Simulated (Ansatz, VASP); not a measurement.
One calculation of InP3, two programs

```
CELL_PARAMETERS angstrom
3.72450 2.15034 3.29500
-3.72450 2.15034 3.29500
0.00000 -4.30068 3.29500
ATOMIC_POSITIONS crystal
In 0.27550 0.27550 0.27550
In 0.72450 0.72450 0.72450
P 0.79630 0.24140 0.79630
P 0.79630 0.79630 0.24140
P 0.24140 0.79630 0.79630
P 0.20370 0.75860 0.20370
P 0.75860 0.20370 0.20370
P 0.20370 0.20370 0.75860
```

Alike in both runs: task single point; functional PBEsol; k mesh 6 × 6 × 6; occupations gaussian, width 0.1 eV; no spin polarisation.

|  | VASP | Ansatz |
| --- | --- | --- |
| version | VASP 6.6.1 | Ansatz 0.2.0 |
| potentials or method | VASP PAW PBE potentials, release 64 (In_d, P), cutoff 520 eV | scalar-relativistic, plane waves, PAW |
| valence electrons in the cell | 56 | 56 |

```csv
,VASP,Ansatz,Ansatz less VASP
gap on the k mesh at the Fermi level (eV),none,none,-
pressure (GPa),-0.2,-0.2,+0.04
"traceless stress, the component that is largest in VASP (GPa)",0.11,0.08,-0.036
rms of the force components (eV/Å),0.084,0.095,+0.0104
```

VASP's potentials were made for PBE, not for PBEsol. Atom by atom the forces differ by 0.012 eV/Å (rms over components). A gap of «none» marks a metal or a gap that the smearing closes. With one functional, cell and mesh, what is left measures potentials, basis and numerics.
